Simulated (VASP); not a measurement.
# Si9O19 (a cell with a defect) in VASP: single point with PBE

Aim: the single point of Si9O19 (a cell with a defect) with PBE.

Program: VASP 6.6.1. These are calculated values, not measurements. Logs are shortened: lines on timing, memory, paths and dates and some standing lists are left out, and cuts for length are marked.

## (1) The cell of the first run

The cell holds a defect, 28 atoms: a = 7.454 Å, b = 7.454 Å, c = 7.454 Å, α = 71.36°, β = 71.36°, γ = 71.36°.

## (2) Single point, PBE, collinear spin (with an interstitial atom, then relaxed in part)

INCAR reads:

```
  ALGO = Normal
  EDIFF = 1E-6
  ENCUT = 520
  GGA = PE
  GGA_COMPAT = F
  ISIF = 2
  ISMEAR = 0
  ISPIN = 2
  LASPH = T
  LCHARG = F
  LORBIT = 11
  LREAL = F
  LWAVE = F
  MAGMOM = 0 0.111 0 0 0 0 0 0.111 0 0 0.111 0 0.111 0 0 0 0 0.111 0 0 0.111 0 0.111 0 0.111 0 0 0.111
  NBANDS = 99
  NELECT = 151.0
  NELM = 200
  PREC = Accurate
  SIGMA = 0.01
```

KPOINTS reads:

```
Automatic mesh
0
Gamma
  2 2 2
  0.5 0.5 0.5
```

POSCAR reads:

```
Si9O19
1.0
    5.0200429224      0.0000000000     -5.5094745278
   -2.5100214612     -4.3474846989     -5.5094745278
   -2.5100214612      4.3474846988     -5.5094745278
Si O
9 19
Direct
    0.5246203661      0.9672746369      0.5140951694
    0.1778497899      0.6405991702      0.1756007504
    0.8331974443      0.3422671641      0.8573552666
    0.9677339530      0.9448920111      0.4295028612
    0.5981935664      0.6140782067      0.1117843232
    0.2911396728      0.2722954801      0.7767376561
    0.8666044245      0.3930740854      0.4092553054
    0.5676722081      0.0484650224      0.0586259471
    0.2348444869      0.7101116463      0.7239622760
    0.4218608488      0.1540085936      0.6105641664
    0.0952199845      0.8427775183      0.2496698782
    0.7639553349      0.5514142207      0.9202328037
    0.6977660251      0.2189570407      1.0359745241
    0.4340015849      0.7838790082      0.6573505248
    0.0537455959      0.4866988104      0.3269458176
    0.3870209570      0.2088685413      0.9595443346
    0.0829053013      0.8659537599      0.6010586777
    0.6952846293      0.5328339292      0.3010293948
    0.7919115905      0.3757074564      0.6434311003
    0.4872163842      0.0216488662      0.3011763268
    0.1492803766      0.6865803011      0.9570272793
    0.9361468912      0.1806335538      0.3583384997
    0.5011835880      0.8441504094      0.0627140812
    0.2827823065      0.5025298390      0.6703861583
    0.7563782715      0.8932707816      0.5094257853
    0.4034660187      0.5275157723      0.1787882470
    0.0666975884      0.2486724491      0.8429046997
    0.7818207702      0.9541801224     -0.0726453890
```

Potentials or basis: VASP PAW PBE potentials, release 64 (Si, O).

Launch:

```bash
$ cat potpaw_PBE.64/Si/POTCAR potpaw_PBE.64/O/POTCAR > POTCAR
$ mpirun -np 1 vasp_std > vasp.out
```

OUTCAR:

```text
EDIFF = 1E-6
   ENCUT = 520
   GGA = PE
   ISIF = 2
   ISMEAR = 0
   ISPIN = 2
   LASPH = T
   LORBIT = 11
   LREAL = F
   NELECT = 151.0
   NELM = 200
   PREC = Accurate

 ion  position               nearest neighbor table
   1  0.525  0.967  0.514-  20 1.60  10 1.63  25 1.63  14 1.63   9 3.06   4 3.12
   2  0.178  0.641  0.176-  15 1.62  21 1.62  26 1.63  11 1.64   5 2.97   4 3.12   9 3.15
   3  0.833  0.342  0.857-  13 1.61  27 1.64  19 1.65  12 1.65   5 2.97   8 3.12
   4  0.968  0.945  0.430-  17 1.62  25 1.62  22 1.63  11 1.63   1 3.12   2 3.12   7 3.15
   5  0.598  0.614  0.112-  23 1.60  26 1.64  18 1.65  12 1.65   2 2.97   3 2.97   8 3.08
   6  0.291  0.272  0.777-  16 1.61  10 1.62  24 1.63  27 1.64   9 3.06   8 3.13
   7  0.867  0.393  0.409-  15 1.62  18 1.62  22 1.63  19 1.63   4 3.15
   8  0.568  0.048  0.059-  28 1.65  20 1.68  16 1.68  23 1.73  13 1.77   5 3.08   3 3.12   6 3.13

   9  0.235  0.710  0.724-  17 1.62  21 1.62  14 1.62  24 1.62   1 3.06   6 3.06   2 3.15
  10  0.422  0.154  0.611-   6 1.62   1 1.63
  11  0.095  0.843  0.250-   4 1.63   2 1.64
  12  0.764  0.551  0.920-   5 1.65   3 1.65
  13  0.698  0.219  0.036-   3 1.61   8 1.77
  14  0.434  0.784  0.657-   9 1.62   1 1.63
  15  0.054  0.487  0.327-   7 1.62   2 1.62
[... 10 lines left out ...]
  26  0.403  0.528  0.179-   2 1.63   5 1.64
  27  0.067  0.249  0.843-   6 1.64   3 1.64
  28  0.782  0.954  0.927-   8 1.65

  LATTYP: Found a trigonal (rhomboedric) cell.
 ALAT       =     7.4535320832
 COS(alpha) =     0.3195724813

  Lattice vectors:

 A1 = (   5.0200429224,   0.0000000000,  -5.5094745278)
 A2 = (  -2.5100214612,  -4.3474846989,  -5.5094745278)
 A3 = (  -2.5100214612,   4.3474846988,  -5.5094745278)

Analysis of symmetry for initial positions (statically):
=====================================================================
 Subroutine PRICEL returns:
 Original cell was already a primitive cell.

 Routine SETGRP: Setting up the symmetry group for a
 trigonal (rhombohedral) supercell.

 Subroutine GETGRP returns: Found  1 space group operations
 (whereof  1 operations were pure point group operations)
 out of a pool of 12 trial point group operations.

The static configuration has the point symmetry C_1 .

Analysis of symmetry for dynamics (positions and initial velocities):
=====================================================================
 Subroutine PRICEL returns:
 Original cell was already a primitive cell.

 Routine SETGRP: Setting up the symmetry group for a
 trigonal (rhombohedral) supercell.

 Subroutine GETGRP returns: Found  1 space group operations
 (whereof  1 operations were pure point group operations)
 out of a pool of 12 trial point group operations.

The dynamic configuration has the point symmetry C_1 .

Analysis of structural, dynamic, and magnetic symmetry:
=====================================================================
 Subroutine PRICEL returns:
 Original cell was already a primitive cell.

 Routine SETGRP: Setting up the symmetry group for a
 trigonal (rhombohedral) supercell.

 Subroutine GETGRP returns: Found  1 space group operations
 (whereof  1 operations were pure point group operations)
 out of a pool of 12 trial point group operations.

The overall configuration has the point symmetry C_1 .

 Subroutine INISYM returns: Found  1 space group operations
 (whereof  1 operations are pure point group operations),
 and found     1 'primitive' translations

----------------------------------------------------------------------------------------

                                     Primitive cell

  volume of cell :     360.7256

  direct lattice vectors                    reciprocal lattice vectors
     5.020042922  0.000000000 -5.509474528     0.132800989  0.000000000 -0.060501838
    -2.510021461 -4.347484699 -5.509474528    -0.066400495 -0.115009030 -0.060501838
    -2.510021461  4.347484699 -5.509474528    -0.066400495  0.115009030 -0.060501838

  length of vectors
     7.453532083  7.453532083  7.453532083     0.145933461  0.145933461  0.145933461

  position of ions in fractional coordinates (direct lattice)
[... 93 lines left out ...]
   number of dos      NEDOS =    301   number of ions     NIONS =     28
   total plane-waves  NPLWV = 175616
   dimension x,y,z NGX =    56 NGY =   56 NGZ =   56
   dimension x,y,z NGXF=   112 NGYF=  112 NGZF=  112
   ions per type =               9  19
   NGX,Y,Z   is equivalent  to a cutoff of  12.49, 12.49, 12.49 a.u.
   NGXF,Y,Z  is equivalent  to a cutoff of  24.98, 24.98, 24.98 a.u.
 SYSTEM =  unknown system
   PREC   = accura    normal or accurate (medium, high low for compatibility)
   ISTART =      0    job   : 0-new  1-cont  2-samecut
   ICHARG =      2    charge: 1-file 2-atom 10-const
   ISPIN  =      2    spin polarized calculation?
   LNONCOLLINEAR =      F non collinear calculations
   LSORBIT =      F    spin-orbit coupling
   LASPH  =      T    aspherical Exc in radial PAW
   ENCUT  =  520.0 eV  38.22 Ry    6.18 a.u.  13.86 13.86 13.86*2*pi/ulx,y,z
   NELM   =    200;   NELMIN=  2; NELMDL= -5     # of ELM steps
   EDIFF  = 0.1E-05   stopping-criterion for ELM
   LREAL  =      F    real-space projection
   EDIFFG = 0.1E-04   stopping-criterion for IOM
   NSW    =      0    number of steps for IOM
   IBRION =     -1    ionic relax: 0-MD 1-quasi-New 2-CG
   NFREE  =      0    steps in history (QN), initial steepest desc. (CG)
   ISIF   =      2    stress and relaxation
   ISYM   =      2    0-nonsym 1-usesym 2-fastsym
   POTIM  = 0.5000    time-step for ionic-motion
   TEBEG  =    0.0;   TEEND  =   0.0 temperature during run
   PSTRESS=    0.0 pullay stress
   NELECT =     151.0000    total number of electrons
   NUPDOWN=      -1.0000    fix difference up-down
   EMIN   =  10.00;   EMAX   =-10.00  energy-range for DOS
   EFERMI =   0.00;   METHOD = LEGACY
   ISMEAR =     0;   SIGMA  =   0.01  broadening in eV -4-tet -1-fermi 0-gaus
   EFERMI_NEDOS =   21; number of points for ismear=-14 and -15
   IALGO  =     38    algorithm
   IMIX   =      4    mixing-type and parameters
     AMIX     =   0.40;   BMIX     =  1.00
     AMIX_MAG =   1.60;   BMIX_MAG =  1.00
  volume/ion in A,a.u.               =      12.88        86.94
  Fermi-wavevector in a.u.,A,eV,Ry     =   1.224639  2.314233 20.405219  1.499741
  Thomas-Fermi vector in A             =   2.359706
   LORBIT       =     11    0 simple, 1 ext, 2 COOP (PROOUT), +10 PAW based schemes
   GGA     = PE    functional components
   LHFCALC =     F    Hartree Fock is set to
   AEXX    =    0.0000 exact exchange contribution
   IVDW    =     0    specifies the selected vdW correction
   LEPSILON=     F    determine dielectric tensor
   LRPA    =     F    only Hartree local field effects (RPA)
 spin polarized calculation
 Gauss-broadening in eV      SIGMA  =   0.01
  energy-cutoff  :      520.00
  volume of cell :      360.73
 maximum number of plane-waves:      9718
   NGX = 27   NGY = 27   NGZ = 27

 number of electron     150.9999994 magnetization       1.0000000

 Free energy of the ion-electron system (eV)
  ---------------------------------------------------
  ext. energy  EPLUGINS =         0.00000000
  ---------------------------------------------------
  free energy    TOTEN  =      -213.03417213 eV

  energy without entropy =     -213.03417213  energy(sigma->0) =     -213.03417213

 E-fermi :   1.9379     XC(G=0):  -9.1433

 val. band max:        1.8524687817   @ k =  -0.2500   0.2500   0.2500
 cond. band min:       3.6654758495   @ k =   0.2500   0.2500   0.2500
 fundamental gap:      1.8130070677
 Fermi energy:         1.9379362450

 spin component 1

 k-point     1 :       0.2500    0.2500    0.2500
  band No.  band energies     occupation
      1     -18.4326      1.00000
      2     -17.9848      1.00000
      3     -17.8393      1.00000
      4     -17.7835      1.00000
      5     -17.5673      1.00000
      6     -17.3446      1.00000
[... 349 lines left out ...]
     86      10.2624      0.00000
     87      10.4626      0.00000
 Fermi energy:         1.9379362450

 spin component 2

 k-point     1 :       0.2500    0.2500    0.2500
  band No.  band energies     occupation
      1     -18.4251      1.00000
      2     -17.9819      1.00000
      3     -17.8277      1.00000
      4     -17.7659      1.00000
      5     -17.5587      1.00000
      6     -17.3185      1.00000
[... 349 lines left out ...]
     86      10.2744      0.00000
     87      10.4690      0.00000
 [bands above 87 left out]

------------------------ aborting loop because EDIFF is reached ----------------------------------------

  FORCE on cell =-STRESS in cart. coord.  units (eV):
  Direction    XX          YY          ZZ          XY          YZ          ZX
  --------------------------------------------------------------------------------------
  -------------------------------------------------------------------------------------
  Total        8.5242575     11.1670442     12.9775092     -0.0245968      5.6954820     -1.2359334
  in kB       37.8608377     49.5988824     57.6401367     -0.1092476     25.2967154     -5.4894484
  external PRESSURE =      48.3666189 kB  Pullay stress =       0.0000000 kB

 VOLUME and BASIS-vectors are now :
 -----------------------------------------------------------------------------
  energy-cutoff  :      520.00
  volume of cell :      360.73
      direct lattice vectors                 reciprocal lattice vectors
     5.020042922  0.000000000 -5.509474528     0.132800989  0.000000000 -0.060501838
    -2.510021461 -4.347484699 -5.509474528    -0.066400495 -0.115009030 -0.060501838
    -2.510021461  4.347484699 -5.509474528    -0.066400495  0.115009030 -0.060501838

 POSITION                                       TOTAL-FORCE (eV/Angst)
 -----------------------------------------------------------------------------------
     -1.08465     -1.97019    -11.05195         0.004655      0.017793     -0.013497
     -1.15587     -2.02157     -5.47669        -0.013552      0.004405      0.012511
      1.17161      2.23934    -11.19977         0.031939     -0.024743      0.015418
      1.40831     -2.24065    -12.90390         0.009270     -0.007328     -0.012842
      1.18103     -2.18371     -7.29485         0.005193      0.038925     -0.006992
     -1.17156      2.19305     -7.38365         0.000964     -0.019436      0.025796
[... 20 lines left out ...]
     -2.40506      2.58342     -6.38149        -0.004406     -0.011056     -0.000285
     -0.79792     -0.11662    -14.67369         0.091557     -0.011589     -0.002237
 -----------------------------------------------------------------------------------
    total drift:                               -0.001617      0.000357     -0.000218

  FREE ENERGIE OF THE ION-ELECTRON SYSTEM (eV)
  ---------------------------------------------------
  free  energy   TOTEN  =      -213.0341721298 eV

  energy  without entropy=     -213.0341721298  energy(sigma->0) =     -213.03417213

 total charge

# of ion       s       p       d       tot
------------------------------------------
    1        0.641   0.993   0.000   1.634
    2        0.640   0.982   0.000   1.622
    3        0.645   0.978   0.000   1.623
    4        0.638   0.985   0.000   1.623
    5        0.649   0.982   0.000   1.631
    6        0.641   0.987   0.000   1.627
[... 20 lines left out ...]
   27        1.545   3.685   0.000   5.230
   28        1.598   3.346   0.000   4.944
--------------------------------------------------
tot         35.250  78.472   0.000 113.723

 magnetization (x)

# of ion       s       p       d       tot
------------------------------------------
    1       -0.000  -0.000   0.000  -0.000
    2        0.000   0.000   0.000   0.000
    3       -0.001  -0.002   0.000  -0.002
    4        0.000   0.000   0.000   0.000
    5       -0.000  -0.001   0.000  -0.001
    6       -0.000  -0.000   0.000  -0.000
[... 20 lines left out ...]
   27       -0.000  -0.000   0.000  -0.000
   28        0.009   0.603   0.000   0.611
--------------------------------------------------
tot          0.007   0.833   0.000   0.840
```

Run time: 4.2 min. Hardware: 1 thread of Intel Xeon 6975P-C (Granite Rapids), shared host; peak memory 0.64 GiB.

Results:

* Free energy: -213.0342 eV
* Largest force: 0.124 eV/Å
* Net moment: 1.00 μB per cell
* Site moments: Si -0.00, +0.00, -0.01 (each value once); O -0.00, +0.00, +0.01, +0.15, +0.08, +0.61 (each value once) μB
* Valence electrons inside the program's atomic spheres: Si 1.63, 1.62, 1.55, 1.64 (each value once); O 5.25, 5.23, 5.21, 5.17, 5.26, 5.24, 4.94 (each value once)

Forces on the atoms (eV/Å):
```
Si   0.005  0.018 -0.013
Si  -0.014  0.004  0.013
Si   0.032 -0.025  0.015
Si   0.009 -0.007 -0.013
Si   0.005  0.039 -0.007
Si   0.001 -0.019  0.026
Si  -0.006  0.004 -0.003
Si  -0.119 -0.006 -0.036
Si  -0.017 -0.008  0.006
O   -0.002  0.012  0.003
O    0.002  0.009  0.006
O    0.005  0.002 -0.005
O   -0.013  0.042  0.035
O   -0.003 -0.003 -0.005
O   -0.006 -0.009  0.000
O    0.018  0.023 -0.024
O    0.008  0.003 -0.002
O    0.005 -0.019  0.015
O    0.005  0.011 -0.011
O    0.021 -0.025  0.019
O    0.009  0.007 -0.005
O   -0.012  0.006 -0.006
O   -0.021 -0.030 -0.015
O   -0.005  0.007  0.004
O   -0.011 -0.015  0.005
O    0.015  0.003  0.000
O   -0.004 -0.011  0.000
O    0.092 -0.012 -0.002
```

Levels at points of the mesh, in eV from the Fermi level:
Spin up:
```csv
k point,band 73,band 74,band 75,band 76,band 77,band 78,band 79,band 80
"(0.25, 0.25, 0.25)",-0.93,-0.76,-0.57,-0.09,5.17,7.10,7.35,7.55
```
Spin down:
```
           k point  band 73  band 74  band 75  band 76  band 77  band 78
(0.25, 0.25, 0.25)    -0.87    -0.42    -0.19     1.73     5.19     7.11
```

Caveat: the cell carries a net charge on a neutralising background, which shifts energy and pressure; the cell differs from its parent crystal (with an interstitial atom, then relaxed in part); the cell is charged against a uniform background, so pressure and absolute levels hang on convention.
